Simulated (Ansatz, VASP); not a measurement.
## SrPb2: VASP beside Ansatz

```
Sr Pb
1.0
     3.96683    0.00000    0.00000
     0.00000    3.96683    0.00000
     0.00000    0.00000   31.59457
Sr Pb
1 2
Direct
  0.00000 0.00000 0.26903
  0.50000 0.50000 0.33308
  0.50000 0.50000 0.20499
```

Change from the starting cell: species swapped into a sheet of the LaSi2 type.

Alike in both runs: functional PBE; k mesh 12 × 12 × 1; occupations gaussian, width 0.1 eV; no spin polarisation.

Ansatz relaxed the structure, and its values are those at the end. VASP's run is a single point on that final structure, the one shown.

|  | VASP | Ansatz |
| --- | --- | --- |
| version | VASP 6.6.1 | Ansatz 0.2.0 |
| potentials or method | VASP PAW PBE potentials, release 64 (Sr_sv, Pb_d), cutoff 520 eV | scalar-relativistic, plane waves, PAW |
| valence electrons in the cell | 38 | 38 |

|  | VASP | Ansatz | Ansatz less VASP |
| --- | --- | --- | --- |
| gap on the k mesh at the Fermi level (eV) | none | none | - |
| rms of the force components (eV/Å) | 0.003 | 0.000 | -0.0032 |

A gap of «none» marks a metal or a gap that the smearing closes. Ansatz's warnings: slab cell height set.

Neither program's run includes spin-orbit coupling.
